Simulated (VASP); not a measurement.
# H6C2O in VASP: further runs

Runs on H6C2O. Level: PBE+D3(BJ). Tasks: single point.

Everything below comes from runs of VASP 6.6.1. Logs are shortened: lines on timing, memory, paths and dates and some standing lists are left out, and cuts for length are marked.

**1. The cell of the first run**

The cell holds an amorphous packing of atoms, 36 atoms: a = 5.807 Å, b = 5.807 Å, c = 5.807 Å, α = 90.00°, β = 90.00°, γ = 90.00°.

**2. Single point, PBE+D3(BJ)**

Contents of INCAR:

```
SYSTEM = H6C2O
ALGO = Normal ; EDIFF = 1E-6
ENCUT = 520 ; GGA = PE
GGA_COMPAT = .FALSE. ; ISIF = 2
ISMEAR = -1 ; IVDW = 12
LASPH = .TRUE. ; LCHARG = .TRUE.
LELF = .TRUE. ; LREAL = Auto
LVHAR = .TRUE. ; LWAVE = .FALSE.
NBANDS = 64 ; NELM = 120
PREC = Accurate ; SIGMA = 0.02
```

Contents of KPOINTS:

```
k-points
0
G
  1 1 1
  0 0 0
```

Contents of POSCAR:

```
H6C2O
1.0
    5.8068460000      0.0000000000      0.0000000000
    0.0000000000      5.8068460000      0.0000000000
    0.0000000000      0.0000000000      5.8068460000
C O H
8 4 24
Direct
    0.2455033249      0.7723642060      0.8900873211
   -0.0169282946      0.8076501426      0.9259071103
    0.5141861864      0.4400151132      0.1295539782
    0.4807084603      0.5715667335      0.3338817665
    0.5712223124      0.0918570942      0.5719111545
    0.7997456795      0.1530607149      0.6703466908
    0.1700062306      0.1317410519      0.3287843349
   -0.0040297263      0.2730914510      0.1966816409
   -0.1136417256      0.7194266905      1.1385526670
    0.2545615985      0.6211289227      0.4528964605
    0.8886579737      0.3733524189      0.6019102280
    0.0756176417      0.3254951139     -0.0231106525
    0.0197697683      0.7299831957      1.2596511084
   -0.0822649679      0.9762270258      0.9395461839
   -0.1406271150      0.7358383536      0.8089072794
    0.3036415982      0.7319463957      0.7092834906
    0.3585767558      0.9143345630      0.9447469418
    0.2591768406      0.6199406700      0.9861291310
    0.2027434514      0.4739578077      0.5314072390
    0.5526407967      0.4636768394      0.4738028183
    0.5579965441      0.7357005851      0.3412868190
    0.6448939751      0.3121315771      0.1376995360
    0.3745234504      0.3220853455      0.0920293047
    0.5980354912      0.5472161652      0.0021181895
    0.7955954058      0.4646756604      0.7025156169
    0.7791320796      0.1505981044      0.8518738055
    0.9316589419      0.0142934736      0.6162209227
    0.5489382704     -0.0860363784      0.6045106070
    0.4118414713      0.1823709463      0.6493025646
    0.5752520387      0.1033951994      0.3876458925
    0.0171349473      0.4740611340     -0.0619441260
   -0.1368557045      0.1353402518      0.1725205042
   -0.0810422732      0.4283220185      0.2564903564
    0.3082396192      0.2263707355      0.3966525029
    0.1166037467     -0.0272092630      0.4305435343
    0.2394070723      0.0623057681      0.1607929675
```

Potentials or basis: VASP PAW PBE potentials, release 64 (C, O, H).

The run is started by

```
> cat potpaw_PBE.64/C/POTCAR potpaw_PBE.64/O/POTCAR potpaw_PBE.64/H/POTCAR > POTCAR
> mpirun -np 1 vasp_gam > vasp.out
```

OUTCAR:

```text
SYSTEM = H6C2O
   EDIFF = 1E-6
   ENCUT = 520
   GGA = PE
   ISIF = 2
   ISMEAR = -1
   IVDW = 12
   LASPH = .TRUE.
   LREAL = Auto
   NELM = 120
   PREC = Accurate
 IVDW          = 12

 ion  position               nearest neighbor table
   1  0.246  0.772  0.890-  18 1.05  17 1.10  16 1.13   2 1.55
   2  0.983  0.808  0.926-  14 1.05  15 1.07   9 1.45   1 1.55
   3  0.514  0.440  0.130-  22 1.06  24 1.08  23 1.08   4 1.42
   4  0.481  0.572  0.334-  21 1.05  20 1.11   3 1.42  10 1.51
   5  0.571  0.092  0.572-  28 1.06  30 1.07  29 1.16   6 1.49
   6  0.800  0.153  0.670-  26 1.06  27 1.16  11 1.44   5 1.49
   7  0.170  0.132  0.329-  34 1.05  36 1.13  35 1.14   8 1.51
   8  0.996  0.273  0.197-  33 1.06  32 1.12  12 1.39   7 1.51
   9  0.886  0.719  0.139-  13 1.05   2 1.45
  10  0.255  0.621  0.453-  19 1.01   4 1.51
  11  0.889  0.373  0.602-  25 0.96   6 1.44
  12  0.076  0.325  0.977-  31 0.95   8 1.39
  13  0.020  0.730  0.260-   9 1.05
  14  0.918  0.976  0.940-   2 1.05
  15  0.859  0.736  0.809-   2 1.07
  16  0.304  0.732  0.709-   1 1.13
  17  0.359  0.914  0.945-   1 1.10
  18  0.259  0.620  0.986-   1 1.05
[... 16 lines left out ...]
  35  0.117  0.973  0.431-   7 1.14
  36  0.239  0.062  0.161-   7 1.13

  LATTYP: Found a simple cubic cell.
 ALAT       =     5.8068460000

  Lattice vectors:

 A1 = (   5.8068460000,   0.0000000000,   0.0000000000)
 A2 = (   0.0000000000,   5.8068460000,   0.0000000000)
 A3 = (   0.0000000000,   0.0000000000,   5.8068460000)

Analysis of symmetry for initial positions (statically):
=====================================================================
 Subroutine PRICEL returns:
 Original cell was already a primitive cell.

 Routine SETGRP: Setting up the symmetry group for a
 simple cubic supercell.

 Subroutine GETGRP returns: Found  1 space group operations
 (whereof  1 operations were pure point group operations)
 out of a pool of 48 trial point group operations.

The static configuration has the point symmetry C_1 .

Analysis of symmetry for dynamics (positions and initial velocities):
=====================================================================
 Subroutine PRICEL returns:
 Original cell was already a primitive cell.

 Routine SETGRP: Setting up the symmetry group for a
 simple cubic supercell.

 Subroutine GETGRP returns: Found  1 space group operations
 (whereof  1 operations were pure point group operations)
 out of a pool of 48 trial point group operations.

The dynamic configuration has the point symmetry C_1 .

 Subroutine INISYM returns: Found  1 space group operations
 (whereof  1 operations are pure point group operations),
 and found     1 'primitive' translations

----------------------------------------------------------------------------------------

                                     Primitive cell

  volume of cell :     195.8037

  direct lattice vectors                    reciprocal lattice vectors
     5.806846000  0.000000000  0.000000000     0.172210525  0.000000000  0.000000000
     0.000000000  5.806846000  0.000000000     0.000000000  0.172210525  0.000000000
     0.000000000  0.000000000  5.806846000     0.000000000  0.000000000  0.172210525

  length of vectors
     5.806846000  5.806846000  5.806846000     0.172210525  0.172210525  0.172210525

  position of ions in fractional coordinates (direct lattice)
     0.245503325  0.772364206  0.890087321
     0.983071705  0.807650143  0.925907110
     0.514186186  0.440015113  0.129553978
     0.480708460  0.571566733  0.333881766
     0.571222312  0.091857094  0.571911155
     0.799745679  0.153060715  0.670346691
[... 28 lines left out ...]
     0.116603747  0.972790737  0.430543534
     0.239407072  0.062305768  0.160792968

  ion indices of the primitive-cell ions
   primitive index   ion index
                 1           1
                 2           2
                 3           3
                 4           4
                 5           5
                 6           6
[... 28 lines left out ...]
                35          35
                36          36

----------------------------------------------------------------------------------------

 KPOINTS: k-points

Automatic generation of k-mesh.
 Grid dimensions read from file:
 generate k-points for:    1    1    1

 Generating k-lattice:

  Cartesian coordinates                     Fractional coordinates (reciprocal lattice)
     0.172210525  0.000000000  0.000000000     1.000000000  0.000000000  0.000000000
     0.000000000  0.172210525  0.000000000     0.000000000  1.000000000  0.000000000
     0.000000000  0.000000000  0.172210525     0.000000000  0.000000000  1.000000000

  Length of vectors
     0.172210525  0.172210525  0.172210525

  Shift w.r.t. Gamma in fractional coordinates (k-lattice)
     0.000000000  0.000000000  0.000000000

 Subroutine IBZKPT returns following result:
 ===========================================

 Found      1 irreducible k-points:

 Following reciprocal coordinates:
            Coordinates               Weight
  0.000000  0.000000  0.000000      1.000000
   k-points           NKPTS =      1   k-points in BZ     NKDIM =      1   number of bands    NBANDS=     64
   number of dos      NEDOS =    301   number of ions     NIONS =     36
   total plane-waves  NPLWV = 110592
   dimension x,y,z NGX =    48 NGY =   48 NGZ =   48
   dimension x,y,z NGXF=    96 NGYF=   96 NGZF=   96
   ions per type =               8   4  24
   NGX,Y,Z   is equivalent  to a cutoff of  13.74, 13.74, 13.74 a.u.
   NGXF,Y,Z  is equivalent  to a cutoff of  27.48, 27.48, 27.48 a.u.
 SYSTEM =  H6C2O
   PREC   = accura    normal or accurate (medium, high low for compatibility)
   ISTART =      0    job   : 0-new  1-cont  2-samecut
   ICHARG =      2    charge: 1-file 2-atom 10-const
   ISPIN  =      1    spin polarized calculation?
   LNONCOLLINEAR =      F non collinear calculations
   LSORBIT =      F    spin-orbit coupling
   LASPH  =      T    aspherical Exc in radial PAW
   ENCUT  =  520.0 eV  38.22 Ry    6.18 a.u.  10.80 10.80 10.80*2*pi/ulx,y,z
   NELM   =    120;   NELMIN=  2; NELMDL= -5     # of ELM steps
   EDIFF  = 0.1E-05   stopping-criterion for ELM
   LREAL  =      T    real-space projection
   EDIFFG = 0.1E-04   stopping-criterion for IOM
   NSW    =      0    number of steps for IOM
   IBRION =     -1    ionic relax: 0-MD 1-quasi-New 2-CG
   NFREE  =      0    steps in history (QN), initial steepest desc. (CG)
   ISIF   =      2    stress and relaxation
   ISYM   =      2    0-nonsym 1-usesym 2-fastsym
   POTIM  = 0.5000    time-step for ionic-motion
   TEBEG  =    0.0;   TEEND  =   0.0 temperature during run
   PSTRESS=    0.0 pullay stress
   NELECT =      80.0000    total number of electrons
   NUPDOWN=      -1.0000    fix difference up-down
   EMIN   =  10.00;   EMAX   =-10.00  energy-range for DOS
   EFERMI =   0.00;   METHOD = LEGACY
   ISMEAR =    -1;   SIGMA  =   0.02  broadening in eV -4-tet -1-fermi 0-gaus
   EFERMI_NEDOS =   21; number of points for ismear=-14 and -15
   IALGO  =     38    algorithm
   IMIX   =      4    mixing-type and parameters
     AMIX     =   0.40;   BMIX     =  1.00
     AMIX_MAG =   1.60;   BMIX_MAG =  1.00
  volume/ion in A,a.u.               =       5.44        36.70
  Fermi-wavevector in a.u.,A,eV,Ry     =   1.214781  2.295602 20.078008  1.475692
  Thomas-Fermi vector in A             =   2.350189
   LORBIT       =      0    0 simple, 1 ext, 2 COOP (PROOUT), +10 PAW based schemes
   GGA     = PE    functional components
   LHFCALC =     F    Hartree Fock is set to
   AEXX    =    0.0000 exact exchange contribution
   IVDW    =    12    specifies the selected vdW correction
   LEPSILON=     F    determine dielectric tensor
   LRPA    =     F    only Hartree local field effects (RPA)
 non-spin polarized calculation
  energy-cutoff  :      520.00
  volume of cell :      195.80
 maximum number of plane-waves:      2629
 NGX is ok and might be reduce to    42
   NGX = 21   NGY = 21   NGZ = 21

 number of electron      80.0000002 magnetization

 Free energy of the ion-electron system (eV)
  ---------------------------------------------------
  ext. energy  EPLUGINS =         0.00000000
  ---------------------------------------------------
  free energy    TOTEN  =      -178.11213119 eV

  energy without entropy =     -178.11213119  energy(sigma->0) =     -178.11213119

 E-fermi :   1.3418     XC(G=0):  -9.6221

 val. band max:        0.8131151307   @ k =   0.0000   0.0000   0.0000
 cond. band min:       5.8862439983   @ k =   0.0000   0.0000   0.0000
 fundamental gap:      5.0731288676
 Fermi energy:         1.3417828729

 k-point     1 :       0.0000    0.0000    0.0000
  band No.  band energies     occupation
      1     -20.1427      2.00000
      2     -19.4819      2.00000
      3     -18.9536      2.00000
      4     -18.7090      2.00000
      5     -13.2971      2.00000
      6     -12.6818      2.00000
[... 44 lines left out ...]
     51       9.9565      0.00000
     52      10.2223      0.00000
 [bands above 52 left out]

------------------------ aborting loop because EDIFF is reached ----------------------------------------

 Edisp (eV)   -2.72741

 E8    (eV) :    -0.6145

  FORCE on cell =-STRESS in cart. coord.  units (eV):
  Direction    XX          YY          ZZ          XY          YZ          ZX
  --------------------------------------------------------------------------------------
  -------------------------------------------------------------------------------------
  Total      17.95642    24.11966    25.95106    -1.69300    -1.89421     9.96576
  in kB     146.92965   197.36078   212.34634   -13.85313   -15.49953    81.54551
  external pressure =      185.55 kB  Pullay stress =        0.00 kB

 VOLUME and BASIS-vectors are now :
 -----------------------------------------------------------------------------
  energy-cutoff  :      520.00
  volume of cell :      195.80
      direct lattice vectors                 reciprocal lattice vectors
     5.806846000  0.000000000  0.000000000     0.172210525  0.000000000  0.000000000
     0.000000000  5.806846000  0.000000000     0.000000000  0.172210525  0.000000000
     0.000000000  0.000000000  5.806846000     0.000000000  0.000000000  0.172210525

 POSITION                                       TOTAL-FORCE (eV/Angst)
 -----------------------------------------------------------------------------------
      1.42560      4.48500      5.16860        -1.181419      0.910828     -1.418920
      5.70855      4.68990      5.37660        -0.072389      0.587340      1.360306
      2.98580      2.55510      0.75230         0.491221     -1.292064     -2.218331
      2.79140      3.31900      1.93880        -0.632936     -0.259442      4.584473
      3.31700      0.53340      3.32100        -0.180458      0.925349      0.860102
      4.64400      0.88880      3.89260         0.505052     -1.023929     -1.387002
[... 28 lines left out ...]
      0.67710      5.64885      2.50010         0.453168      1.784467     -0.832859
      1.39020      0.36180      0.93370         0.360218     -0.477381      1.373303
 -----------------------------------------------------------------------------------
    total drift:                                0.009683      0.010903     -0.000332

  FREE ENERGIE OF THE ION-ELECTRON SYSTEM (eV)
  ---------------------------------------------------
  free  energy   TOTEN  =      -180.8395390814 eV

  energy  without entropy=     -180.8395390814  energy(sigma->0) =     -180.83953908
```

It took 23 s on 1 thread of Intel Xeon 6975P-C (Granite Rapids), shared host; peak memory 0.31 GiB.

What came out:

| Item | Value |
| --- | --- |
| Free energy | -180.8395 eV |
| Pressure | 18.6 GPa |
| Largest force | 4.635 eV/Å |
| Band gap on the k mesh | 5.07 eV |
| Dispersion energy per atom | -0.076 eV |

Forces on the atoms (eV/Å):
```
C   -1.181  0.911 -1.419
C   -0.072  0.587  1.360
C    0.491 -1.292 -2.218
C   -0.633 -0.259  4.584
C   -0.180  0.925  0.860
C    0.505 -1.024 -1.387
C   -0.439 -1.383 -2.777
C   -1.337 -2.287  0.548
O    2.890  0.238  1.787
O   -0.334 -1.831 -1.952
O   -0.310 -0.646  0.131
O    0.739 -0.773 -0.486
H   -1.454 -0.435 -1.104
H    0.985  0.767 -0.234
H    0.064 -0.471 -1.257
H   -1.001  0.464  1.430
H   -0.350 -0.170  0.475
H    1.169 -0.546  0.615
H   -0.010  1.397 -0.810
H    0.476  0.604 -0.083
H    0.682  0.904 -0.517
H    0.543 -0.274  1.154
H   -0.062  0.972 -1.092
H   -0.854  0.186 -1.031
H   -0.274  1.121  0.093
H   -0.156  0.353  0.696
H   -1.393  1.731  0.668
H   -0.305 -1.184  0.498
H    1.683 -0.682 -0.161
H   -0.010  0.135 -0.525
H   -0.244  0.180  0.109
H   -0.272  0.626  0.153
H   -0.001 -0.373  0.845
H   -0.168  0.222  0.508
H    0.453  1.784 -0.833
H    0.360 -0.477  1.373
```

Levels at points of the mesh, in eV from the valence-band top:
| k point | band 37 | band 38 | band 39 | band 40 | band 41 | band 42 | band 43 | band 44 |
| --- | --- | --- | --- | --- | --- | --- | --- | --- |
| (0.00, 0.00, 0.00) | -0.86 | -0.46 | -0.24 | 0.00 | 5.07 | 6.17 | 6.38 | 6.84 |

Caveat: the k points lie up to 1.08 Å⁻¹ apart.

**3. Single point, PBE+D3(BJ)**

This run uses another cell than the first one, of 7.25 Å³/atom, 1.333 times its volume.

Contents of INCAR:

```
PREC = Accurate
ENCUT = 520
EDIFF = 1E-6
ISMEAR = -1
SIGMA = 0.02
LREAL = Auto
LASPH = T
NELM = 120
ALGO = Normal
ISIF = 2
LWAVE = F
LCHARG = T
GGA = PE
IVDW = 12
LELF = T
LVHAR = T
NBANDS = 64
GGA_COMPAT = F
```

Contents of KPOINTS:

```
regular mesh
0
Gamma
  1 1 1
```

Contents of POSCAR:

```
H6C2O
1.0
    6.3913290000      0.0000000000      0.0000000000
    0.0000000000      6.3913290000      0.0000000000
    0.0000000000      0.0000000000      6.3913290000
C O H
8 4 24
Direct
    0.2467718373      0.6572498458      0.7993642637
    0.0422603812      0.7667888791      0.8249927363
    0.5305782256      0.4927457185      0.1844686762
    0.4276888265      0.5878433108      0.3511319790
    0.5422972280      0.1883489334      0.6705647605
    0.7546004908      0.2793785142      0.7134040510
    0.2000522896      0.0903880867      0.2166372596
   -0.0280692795      0.1670388115      0.1940441495
   -0.0514603457      0.7462297747      1.0252327802
    0.2109889821      0.5490407394      0.3130491327
    0.7849071766      0.4506574454      0.6003289770
   -0.0232971891      0.3562482858      0.0673412369
    0.0878377564      0.7033435456      1.1182337821
    0.0569834537      0.9343127228      0.7640664406
   -0.0449984659      0.6894497216      0.7081469284
    0.2936791393      0.6810946518      0.6445451329
    0.3787944573      0.7351992050      0.8700537869
    0.2312351625      0.4919164700      0.8450981009
    0.1354334912      0.5928970328      0.4413792499
    0.4859083299      0.5457393916      0.5144469953
    0.4477316064      0.7548821223      0.3335769446
    0.6944565051      0.5159646765      0.1998801814
    0.4742362660      0.3316211699      0.1849693546
    0.5035103028      0.5784712381      0.0411338549
    0.7958125767      0.5735113933      0.6871810229
    0.7712167532      0.3300409039      0.8810217718
    0.8665333924      0.1556483792      0.6840361371
    0.5241319920      0.0325440922      0.7305679304
    0.4258895137      0.2948213118      0.7462297747
    0.5178422203      0.2071869560      0.5064204956
   -0.1515960139      0.4342445836      0.0898561160
   -0.1110254221      0.0550120327      0.0920935223
   -0.1225410239      0.2112706137      0.3340463306
    0.2672370645      0.1934495940      0.3263014625
    0.2206739788     -0.0657296784      0.2668146171
    0.2875145373      0.1139825536      0.0703453069
```

Potentials or basis: VASP PAW PBE potentials, release 64 (C, O, H).

The run is started by

```
> cat potpaw_PBE.64/C/POTCAR potpaw_PBE.64/O/POTCAR potpaw_PBE.64/H/POTCAR > POTCAR
> mpirun -np 1 vasp_gam > vasp.out
```

It took 22 s on 1 thread of Intel Xeon 6975P-C (Granite Rapids), shared host; peak memory 0.3 GiB.

It converged, with:

* Free energy: -184.9943 eV
* Pressure: 9.6 GPa
* Largest force: 4.407 eV/Å
* Band gap on the k mesh: 4.76 eV
* Dispersion energy per atom: -0.056 eV

Forces in eV/Å, atoms in the order of the input:
```
C   -0.309  0.134  1.062
C    0.918  1.800  0.155
C    1.581 -1.548 -2.253
C   -1.176  2.300  2.993
C   -0.754  1.351  0.921
C   -1.150 -2.387  3.494
C   -1.210  1.234 -0.515
C   -0.423  0.286 -1.640
O    2.809 -0.419  1.175
O   -0.888  0.648  1.718
O    0.877  2.788 -3.298
O    1.071 -0.612  0.451
H   -3.009  0.190 -0.950
H   -0.140 -0.724  0.786
H   -0.980  0.050 -0.791
H    0.239 -0.168 -1.656
H    0.253  0.303  0.944
H    0.163  0.329 -0.138
H    0.057 -0.466 -0.787
H   -0.629 -0.061 -1.556
H    0.402  1.037  0.465
H    0.710 -0.152  0.832
H    0.757 -0.198 -0.790
H   -0.477 -0.346 -0.349
H   -0.340 -0.070  0.206
H   -0.197 -1.331 -1.263
H    0.903 -0.125 -0.175
H   -0.112 -0.735  0.006
H    0.113 -0.718 -0.219
H   -0.351 -0.645 -1.019
H    0.524  0.043  0.230
H   -0.226 -0.249  0.694
H    0.758 -0.771  0.000
H    0.721  0.481  1.031
H   -0.137 -1.060  0.390
H   -0.348 -0.187 -0.154
```

Stress tensor (GPa, compression positive):
```
 8.04  1.80  0.99
 1.80 10.80  2.38
 0.99  2.38  9.92
```

Levels at points of the mesh, in eV from the valence-band top:
```
           k point  band 38  band 39  band 40  band 41  band 42  band 43
(0.00, 0.00, 0.00)    -1.03    -0.63     0.00     4.76     5.66     5.98
```

Caveat: the k points lie up to 0.98 Å⁻¹ apart.
